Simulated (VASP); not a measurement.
# TiO2 (C2/m) in VASP: settings compared

TiO2 is run at these levels: b88 exchange, pbe correlation, PBE; tasks: single point.

Everything below comes from runs of VASP 6.6.1. Logs are shortened: lines on timing, memory, paths and dates and some standing lists are left out, and cuts for length are marked.

## (1) The cell of the first run

The structure is monoclinic, space group C2/m (No. 12). The conventional cell has a = 12.307 Å, b = 3.767 Å, c = 6.616 Å, α = 90.00°, β = 106.95°, γ = 90.00°. Within 2.5 Å of Ti (site symmetry m) lie 6 O at 1.86 to 2.16 Å. Within 2.4 Å of Ti (site symmetry m) lie 6 O at 1.78 to 2.34 Å. O (site symmetry m) has 3 Ti at 1.94 to 2.03 Å and 2 O at 2.53 Å within 2.6 Å. Within 2.8 Å of O (site symmetry m) lie 4 Ti at 1.96 to 2.34 Å and 5 O at 2.53 to 2.71 Å. Within 2.4 Å of O (site symmetry m) lie 2 Ti at 1.78 to 1.87 Å. O (site symmetry m) has 3 Ti at 1.86 to 2.16 Å and 2 O at 2.54 to 2.67 Å within 2.7 Å.

## (2) Single point, b88 exchange, pbe correlation

INCAR

```
SYSTEM = TiO2
PREC = Accurate
ENCUT = 600
EDIFF = 1E-6
ISMEAR = -1
SIGMA = 0.05
LREAL = .FALSE.
LASPH = .TRUE.
NELM = 120
ALGO = Normal
ISIF = 2
LWAVE = .FALSE.
LCHARG = .FALSE.
GGA = LIBXC
LIBXC1 = GGA_X_B88
LIBXC2 = GGA_C_PBE
NBANDS = 60
GGA_COMPAT = .FALSE.
```

KPOINTS

```
Automatic mesh
0
G
  8 8 4
  0 0 0
```

POSCAR

```
TiO2
1.0
    6.1535771931     -1.8834685000      0.0000000000
    6.1535771931      1.8834685000      0.0000000000
   -1.9283261078      0.0000000000      6.3289668713
Ti O
4 8
Direct
    0.9000710000      0.9000710000      0.2896020000
    0.1952860000      0.1952860000      0.2837620000
    0.0999290000      0.0999290000      0.7103980000
    0.8047140000      0.8047140000      0.7162380000
    0.3619310000      0.3619310000      0.2933970000
    0.2634885000      0.2634885000      0.6525000000
    0.8671885000      0.8671885000      0.9952910000
    0.7365115000      0.7365115000      0.3475000000
    0.9416475000      0.9416475000      0.6300210000
    0.1328115000      0.1328115000      0.0047090000
    0.6380690000      0.6380690000      0.7066030000
    0.0583525000      0.0583525000      0.3699790000
```

Potentials or basis: VASP PAW PBE potentials, release 64 (Ti_sv, O).

On the command line:

```sh
$ cat potpaw_PBE.64/Ti_sv/POTCAR potpaw_PBE.64/O/POTCAR > POTCAR
$ mpirun -np 1 vasp_std > vasp.out
```

OUTCAR:

```text
SYSTEM = TiO2
   PREC = Accurate
   ENCUT = 600
   EDIFF = 1E-6
   ISMEAR = -1
   LREAL = .FALSE.
   LASPH = .TRUE.
   NELM = 120
   ISIF = 2
   GGA = LIBXC

 ion  position               nearest neighbor table
   1  0.900  0.900  0.290-  12 1.86   7 1.87   5 1.94   5 1.94   8 2.16   9 2.16
   2  0.195  0.195  0.284-  10 1.78  12 1.93   8 1.96   8 1.96   5 2.03   6 2.34
   3  0.100  0.100  0.710-   9 1.86  10 1.87  11 1.94  11 1.94   6 2.16  12 2.16
   4  0.805  0.805  0.716-   7 1.78   9 1.93   6 1.96   6 1.96  11 2.03   8 2.34
   5  0.362  0.362  0.293-   1 1.94   1 1.94   2 2.03
   6  0.263  0.263  0.653-   4 1.96   4 1.96   3 2.16   2 2.34
   7  0.867  0.867  0.995-   4 1.78   1 1.87
   8  0.737  0.737  0.347-   2 1.96   2 1.96   1 2.16   4 2.34
   9  0.942  0.942  0.630-   3 1.86   4 1.93   1 2.16
  10  0.133  0.133  0.005-   2 1.78   3 1.87
  11  0.638  0.638  0.707-   3 1.94   3 1.94   4 2.03
  12  0.058  0.058  0.370-   1 1.86   2 1.93   3 2.16

  LATTYP: Found a base centered monoclinic cell.
 ALAT       =    12.3071543862
 B/A-ratio  =     0.3060770087
 C/A-ratio  =     0.5375907333
 COS(beta)  =    -0.2914546970

  Lattice vectors:

 A1 = (   6.1535771931,  -1.8834685000,   0.0000000000)
 A2 = (   6.1535771931,   1.8834685000,   0.0000000000)
 A3 = (  -1.9283261078,   0.0000000000,   6.3289668713)

Analysis of symmetry for initial positions (statically):
=====================================================================
 Subroutine PRICEL returns:
 Original cell was already a primitive cell.

 Routine SETGRP: Setting up the symmetry group for a
 base centered monoclinic supercell.

 Subroutine GETGRP returns: Found  4 space group operations
 (whereof  4 operations were pure point group operations)
 out of a pool of  4 trial point group operations.

The static configuration has the point symmetry C_2h.

Analysis of symmetry for dynamics (positions and initial velocities):
=====================================================================
 Subroutine PRICEL returns:
 Original cell was already a primitive cell.

 Routine SETGRP: Setting up the symmetry group for a
 base centered monoclinic supercell.

 Subroutine GETGRP returns: Found  4 space group operations
 (whereof  4 operations were pure point group operations)
 out of a pool of  4 trial point group operations.

The dynamic configuration has the point symmetry C_2h.

 Subroutine INISYM returns: Found  4 space group operations
 (whereof  4 operations are pure point group operations),
 and found     1 'primitive' translations

----------------------------------------------------------------------------------------

                                     Primitive cell

  volume of cell :     146.7063

  direct lattice vectors                    reciprocal lattice vectors
     6.153577193 -1.883468500  0.000000000     0.081253551 -0.265467673  0.024756544
     6.153577193  1.883468500  0.000000000     0.081253551  0.265467673  0.024756544
    -1.928326108  0.000000000  6.328966871     0.000000000  0.000000000  0.158003671

  length of vectors
     6.435368355  6.435368355  6.616212152     0.278725872  0.278725872  0.158003671

  position of ions in fractional coordinates (direct lattice)
     0.900071000  0.900071000  0.289602000
     0.195286000  0.195286000  0.283762000
     0.099929000  0.099929000  0.710398000
     0.804714000  0.804714000  0.716238000
     0.361931000  0.361931000  0.293397000
     0.263488500  0.263488500  0.652500000
     0.867188500  0.867188500  0.995291000
     0.736511500  0.736511500  0.347500000
     0.941647500  0.941647500  0.630021000
     0.132811500  0.132811500  0.004709000
     0.638069000  0.638069000  0.706603000
     0.058352500  0.058352500  0.369979000

  ion indices of the primitive-cell ions
   primitive index   ion index
                 1           1
                 2           2
                 3           3
                 4           4
                 5           5
                 6           6
                 7           7
                 8           8
                 9           9
                10          10
                11          11
                12          12

----------------------------------------------------------------------------------------

 KPOINTS: Automatic mesh

Automatic generation of k-mesh.
 Grid dimensions read from file:
 generate k-points for:    8    8    4

 Generating k-lattice:

  Cartesian coordinates                     Fractional coordinates (reciprocal lattice)
     0.010156694 -0.033183459  0.003094568     0.125000000  0.000000000  0.000000000
     0.010156694  0.033183459  0.003094568     0.000000000  0.125000000  0.000000000
     0.000000000  0.000000000  0.039500918     0.000000000  0.000000000  0.250000000

  Length of vectors
     0.034840734  0.034840734  0.039500918

  Shift w.r.t. Gamma in fractional coordinates (k-lattice)
     0.000000000  0.000000000  0.000000000

[... 39 lines left out ...]
   IBRION =     -1    ionic relax: 0-MD 1-quasi-New 2-CG
   NFREE  =      0    steps in history (QN), initial steepest desc. (CG)
   ISIF   =      2    stress and relaxation
   ISYM   =      2    0-nonsym 1-usesym 2-fastsym
   POTIM  = 0.5000    time-step for ionic-motion
   TEBEG  =    0.0;   TEEND  =   0.0 temperature during run
   PSTRESS=    0.0 pullay stress
   NELECT =      96.0000    total number of electrons
   NUPDOWN=      -1.0000    fix difference up-down
   EMIN   =  10.00;   EMAX   =-10.00  energy-range for DOS
   EFERMI =   0.00;   METHOD = LEGACY
   ISMEAR =    -1;   SIGMA  =   0.05  broadening in eV -4-tet -1-fermi 0-gaus
   EFERMI_NEDOS =   21; number of points for ismear=-14 and -15
   IALGO  =     38    algorithm
   IMIX   =      4    mixing-type and parameters
     AMIX     =   0.40;   BMIX     =  1.00
     AMIX_MAG =   1.60;   BMIX_MAG =  1.00
  volume/ion in A,a.u.               =      12.23        82.50
  Fermi-wavevector in a.u.,A,eV,Ry     =   1.421289  2.685846 27.484606  2.020062
  Thomas-Fermi vector in A             =   2.542114
   LORBIT       =      0    0 simple, 1 ext, 2 COOP (PROOUT), +10 PAW based schemes
   GGA     = LIBXC    functional components
   LHFCALC =     F    Hartree Fock is set to
   AEXX    =    0.0000 exact exchange contribution
   IVDW    =     0    specifies the selected vdW correction
   LEPSILON=     F    determine dielectric tensor
   LRPA    =     F    only Hartree local field effects (RPA)
 non-spin polarized calculation
  energy-cutoff  :      600.00
  volume of cell :      146.71
 maximum number of plane-waves:      4925
 NGX is ok and might be reduce to    54
   NGX = 25   NGY = 25   NGZ = 27

 number of electron      95.9999996 magnetization

 Free energy of the ion-electron system (eV)
  ---------------------------------------------------
  ext. energy  EPLUGINS =         0.00000000
  ---------------------------------------------------
  free energy    TOTEN  =      -106.26140666 eV

  energy without entropy =     -106.26140666  energy(sigma->0) =     -106.26140666

 E-fermi :   3.7182     XC(G=0): -10.2413

 val. band max:        2.4564403829   @ k =  -0.3750   0.2500   0.5000
 cond. band min:       5.1805904740   @ k =   0.0000   0.0000   0.0000
 fundamental gap:      2.7241500911
 Fermi energy:         3.7182077033

 k-point     1 :       0.0000    0.0000    0.0000
  band No.  band energies     occupation
      1     -53.7204      2.00000
      2     -53.7089      2.00000
      3     -53.6235      2.00000
      4     -53.6173      2.00000
      5     -30.1376      2.00000
      6     -30.0912      2.00000
[... 52 lines left out ...]
     59       7.2758      0.00000
     60       7.5015      0.00000

 k-point     2 :       0.1250    0.0000    0.0000
  band No.  band energies     occupation
      1     -53.7198      2.00000
      2     -53.7085      2.00000
      3     -53.6231      2.00000
      4     -53.6174      2.00000
      5     -30.1352      2.00000
      6     -30.0895      2.00000
[... 1383 lines left out ...]
      4     -53.6175      2.00000
      5     -30.1288      2.00000
      6     -30.0867      2.00000
[... 52 lines left out ...]
     59       7.0144      0.00000
     60       7.0587      0.00000

 [... further k-points ...]

------------------------ aborting loop because EDIFF is reached ----------------------------------------

  FORCE on cell =-STRESS in cart. coord.  units (eV):
  Direction    XX          YY          ZZ          XY          YZ          ZX
  --------------------------------------------------------------------------------------
  -------------------------------------------------------------------------------------
  Total       -0.8752510     -0.8333506     -0.9956446      0.0000000      0.0000000     -0.0150166
  in kB       -9.5586017     -9.1010083    -10.8734179      0.0000000      0.0000000     -0.1639955
  external PRESSURE =      -9.8443426 kB  Pullay stress =       0.0000000 kB

 VOLUME and BASIS-vectors are now :
 -----------------------------------------------------------------------------
  energy-cutoff  :      600.00
  volume of cell :      146.71
      direct lattice vectors                 reciprocal lattice vectors
     6.153577193 -1.883468500  0.000000000     0.081253551 -0.265467673  0.024756544
     6.153577193  1.883468500  0.000000000     0.081253551  0.265467673  0.024756544
    -1.928326108  0.000000000  6.328966871     0.000000000  0.000000000  0.158003671

 POSITION                                       TOTAL-FORCE (eV/Angst)
 -----------------------------------------------------------------------------------
     10.51887      0.00000      1.83288        -0.008976      0.000000     -0.041597
      1.85623      0.00000      1.79592        -0.037375      0.000000     -0.095325
     -0.14004      0.00000      4.49609         0.008976      0.000000      0.041597
      8.52260      0.00000      4.53305         0.037375      0.000000      0.095325
      3.88858      0.00000      1.85690        -0.030622      0.000000     -0.013916
      1.98456      0.00000      4.12965        -0.007430      0.000000      0.033654
      8.75338      0.00000      6.29916        -0.047325      0.000000     -0.016106
      8.39427      0.00000      2.19932         0.007430      0.000000     -0.033654
     10.37412      0.00000      3.98738         0.010377      0.000000      0.023397
      1.62545      0.00000      0.02980         0.047325      0.000000      0.016106
      6.49025      0.00000      4.47207         0.030622      0.000000      0.013916
      0.00471      0.00000      2.34158        -0.010377      0.000000     -0.023397
 -----------------------------------------------------------------------------------
    total drift:                               -0.000000     -0.000000      0.000000

  FREE ENERGIE OF THE ION-ELECTRON SYSTEM (eV)
  ---------------------------------------------------
  free  energy   TOTEN  =      -106.2614066575 eV

  energy  without entropy=     -106.2614066575  energy(sigma->0) =     -106.26140666
```

Run time: 17 min. Hardware: 1 thread of AMD EPYC 9R45 (Zen 5), shared host; peak memory 0.76 GiB.

What came out:

* Free energy: -106.2614 eV
* Pressure: -1.0 GPa
* Largest force: 0.102 eV/Å
* Band gap on the k mesh: 2.72 eV (least direct gap 2.89 eV)

Forces in eV/Å, atoms in the order of the input:
```
Ti  -0.009  0.000 -0.042
Ti  -0.037  0.000 -0.095
Ti   0.009  0.000  0.042
Ti   0.037  0.000  0.095
O   -0.031  0.000 -0.014
O   -0.007  0.000  0.034
O   -0.047  0.000 -0.016
O    0.007  0.000 -0.034
O    0.010  0.000  0.023
O    0.047  0.000  0.016
O    0.031  0.000  0.014
O   -0.010  0.000 -0.023
```

Levels at points of the mesh, in eV from the valence-band top:
```csv
k point,band 44,band 45,band 46,band 47,band 48,band 49,band 50,band 51,band 52,band 53
"(0.00, 0.00, 0.00)",-0.88,-0.75,-0.74,-0.35,-0.17,2.72,3.06,3.29,3.31,3.34
"(0.50, 0.00, 0.00)",-1.01,-0.86,-0.47,-0.21,-0.12,3.10,3.15,3.57,3.62,3.88
"(0.50, 0.50, 0.00)",-0.90,-0.87,-0.62,-0.38,-0.11,2.86,2.91,3.41,3.48,3.49
"(0.00, 0.00, 0.50)",-0.74,-0.69,-0.66,-0.58,-0.42,2.84,3.10,3.26,3.37,3.38
"(0.50, 0.00, 0.50)",-0.79,-0.67,-0.51,-0.09,-0.01,3.14,3.19,3.42,3.63,3.78
"(0.50, 0.50, 0.50)",-1.07,-0.84,-0.41,-0.21,-0.20,2.98,3.08,3.23,3.39,3.40
```

Caveat: the PAW data sets were made with another functional, which shifts forces and pressure a little. A k mesh can miss the band edges.

## (3) Single point, PBE

This run uses another cell than the first one, of 11.98 Å³/atom.

INCAR

```
ALGO = Normal
EDIFF = 1E-6
ENCUT = 910
GGA = PE
GGA_COMPAT = F
ISIF = 2
ISMEAR = -1
LASPH = T
LCHARG = T
LELF = T
LREAL = F
LVHAR = T
LWAVE = F
NBANDS = 60
NELM = 120
PREC = Accurate
SIGMA = 0.05
```

KPOINTS

```
k-points
0
Gamma
  8 8 4
```

POSCAR: that of step 2 with these lines changed.

```diff
@@ -2,5 +2,5 @@
 1.0
-    6.1535771931     -1.8834685000      0.0000000000
-    6.1535771931      1.8834685000      0.0000000000
-   -1.9283261078      0.0000000000      6.3289668713
+    6.1122767729     -1.8708273909      0.0000000000
+    6.1122767729      1.8708273909      0.0000000000
+   -1.9153839319      0.0000000000      6.2864893037
 Ti O
```

Potentials or basis: VASP PAW PBE potentials, release 64 (Ti_sv, O_h).

On the command line:

```sh
$ cat potpaw_PBE.64/Ti_sv/POTCAR potpaw_PBE.64/O_h/POTCAR > POTCAR
$ mpirun -np 1 vasp_std > vasp.out
```

Wall time 52 min (1 thread of Intel Xeon Platinum 8259CL at 2.50GHz (Skylake/Cascade Lake), shared host); peak memory 1.4 GiB.

Results (log left out):

```yaml
Free_energy: -107.8442 eV
Pressure: 3.1 GPa
Largest_force: 0.063 eV/Å
Band_gap_on_the_k_mesh: 2.80 eV (least direct gap 2.98 eV)
```

Forces on the atoms (eV/Å):
```
Ti  -0.050  0.000  0.008
Ti  -0.041  0.000  0.009
Ti   0.050  0.000 -0.008
Ti   0.041  0.000 -0.009
O    0.055  0.000 -0.005
O    0.053  0.000  0.005
O    0.035  0.000  0.052
O   -0.053  0.000 -0.005
O   -0.041  0.000  0.012
O   -0.035  0.000 -0.052
O   -0.055  0.000  0.005
O    0.041  0.000 -0.012
```

Stress tensor (GPa, compression positive):
```
3.04 0.00 0.05
0.00 3.00 0.00
0.05 0.00 3.18
```

Levels at points of the mesh, in eV from the valence-band top:
| k point | band 44 | band 45 | band 46 | band 47 | band 48 | band 49 | band 50 | band 51 | band 52 | band 53 |
| --- | --- | --- | --- | --- | --- | --- | --- | --- | --- | --- |
| (0.00, 0.00, 0.00) | -0.85 | -0.76 | -0.74 | -0.34 | -0.18 | 2.80 | 3.16 | 3.40 | 3.40 | 3.44 |
| (0.50, 0.00, 0.00) | -1.01 | -0.87 | -0.46 | -0.21 | -0.13 | 3.19 | 3.24 | 3.68 | 3.73 | 4.00 |
| (0.50, 0.50, 0.00) | -0.92 | -0.88 | -0.61 | -0.39 | -0.11 | 2.94 | 2.99 | 3.51 | 3.58 | 3.60 |
| (0.00, 0.00, 0.50) | -0.74 | -0.70 | -0.63 | -0.59 | -0.43 | 2.92 | 3.19 | 3.36 | 3.47 | 3.48 |
| (0.50, 0.00, 0.50) | -0.80 | -0.67 | -0.51 | -0.10 | -0.01 | 3.23 | 3.28 | 3.53 | 3.75 | 3.89 |
| (0.50, 0.50, 0.50) | -1.10 | -0.85 | -0.39 | -0.22 | -0.19 | 3.06 | 3.17 | 3.32 | 3.48 | 3.50 |

Caveat: the cell stands under pressure.

## (4) Single point, PBE

This run uses another cell than the first one, of 11.49 Å³/atom.

INCAR

```
SYSTEM = TiO2
ALGO = Normal ; EDIFF = 1E-6
ENCUT = 910 ; GGA = PE
GGA_COMPAT = .FALSE. ; ISIF = 2
ISMEAR = -1 ; LASPH = .TRUE.
LCHARG = .FALSE. ; LREAL = .FALSE.
LWAVE = .FALSE. ; NBANDS = 60
NELM = 120 ; PREC = Accurate
SIGMA = 0.05
```

KPOINTS

```
k-points
0
G
  8 8 4
  0 0 0
```

POSCAR: that of step 3 with these lines changed.

```diff
@@ -2,5 +2,5 @@
 1.0
-    6.1122767729     -1.8708273909      0.0000000000
-    6.1122767729      1.8708273909      0.0000000000
-   -1.9153839319      0.0000000000      6.2864893037
+    6.0279587373     -1.8450195788      0.0000000000
+    6.0279587373      1.8450195788      0.0000000000
+   -1.8889614683      0.0000000000      6.1997680296
 Ti O
```

On the command line:

```sh
$ cat potpaw_PBE.64/Ti_sv/POTCAR potpaw_PBE.64/O_h/POTCAR > POTCAR
$ mpirun -np 1 vasp_std > vasp.out
```

It took 34 min on 1 thread of AMD EPYC 9R45 (Zen 5), shared host; peak memory 1.3 GiB.

Results (log left out):

- Free energy: -107.5465 eV
- Pressure: 12.5 GPa
- Largest force: 0.318 eV/Å
- Band gap on the k mesh: 2.95 eV (least direct gap 3.13 eV)

Forces in eV/Å, atoms in the order of the input:
```
Ti  -0.176  0.000  0.133
Ti  -0.032  0.000  0.317
Ti   0.176  0.000 -0.133
Ti   0.032  0.000 -0.317
O    0.229  0.000  0.006
O    0.176  0.000 -0.047
O    0.201  0.000  0.239
O   -0.176  0.000  0.047
O   -0.170  0.000 -0.007
O   -0.201  0.000 -0.239
O   -0.229  0.000 -0.006
O    0.170  0.000  0.007
```

Stress tensor (GPa, compression positive):
```
12.39  0.00  0.26
 0.00 12.06  0.00
 0.26  0.00 13.09
```

Levels at points of the mesh, in eV from the valence-band top:
| k point | band 44 | band 45 | band 46 | band 47 | band 48 | band 49 | band 50 | band 51 | band 52 | band 53 |
| --- | --- | --- | --- | --- | --- | --- | --- | --- | --- | --- |
| (0.00, 0.00, 0.00) | -0.80 | -0.77 | -0.73 | -0.33 | -0.19 | 2.95 | 3.33 | 3.58 | 3.60 | 3.63 |
| (0.50, 0.00, 0.00) | -1.03 | -0.89 | -0.45 | -0.21 | -0.13 | 3.37 | 3.42 | 3.89 | 3.95 | 4.22 |
| (0.50, 0.50, 0.00) | -0.95 | -0.89 | -0.58 | -0.39 | -0.12 | 3.10 | 3.16 | 3.71 | 3.79 | 3.81 |
| (0.00, 0.00, 0.50) | -0.74 | -0.72 | -0.62 | -0.59 | -0.42 | 3.08 | 3.36 | 3.55 | 3.67 | 3.67 |
| (0.50, 0.00, 0.50) | -0.83 | -0.68 | -0.51 | -0.10 | 0.00 | 3.41 | 3.47 | 3.73 | 3.97 | 4.11 |
| (0.50, 0.50, 0.50) | -1.12 | -0.88 | -0.35 | -0.23 | -0.19 | 3.23 | 3.35 | 3.50 | 3.68 | 3.71 |

Caveat: the cell stands under pressure. A k mesh can miss the band edges.

## (5) Summary

| level | potentials or basis | cell | cutoff (eV) | gap on the mesh (eV) | pressure (GPa) | largest force (eV/Å) |
| --- | --- | --- | --- | --- | --- | --- |
| b88 exchange, pbe correlation | VASP PAW PBE potentials, release 64 (Ti_sv, O) | a = 6.435, b = 6.435, c = 6.616 Å, angles 106.2, 106.2, 34.0°, 12 atoms | 600 | 2.72 | -1.0 | 0.10 |
| PBE | VASP PAW PBE potentials, release 64 (Ti_sv, O_h) | a = 6.392, b = 6.392, c = 6.572 Å, angles 106.2, 106.2, 34.0°, 12 atoms | 910 | 2.80 | 3.1 | 0.06 |
| PBE | VASP PAW PBE potentials, release 64 (Ti_sv, O_h) | a = 6.304, b = 6.304, c = 6.481 Å, angles 106.2, 106.2, 34.0°, 12 atoms | 910 | 2.95 | 12.5 | 0.32 |

Alike in all rows: task single point; no spin polarisation; k mesh 8 × 8 × 4; smearing fermi-dirac 0.05 eV.

Caveats: the cell stands under pressure (at least some runs); the PAW data sets were made with another functional, which shifts forces and pressure a little (at least some runs).

Absolute energies hang on the potentials; compare differences alone.
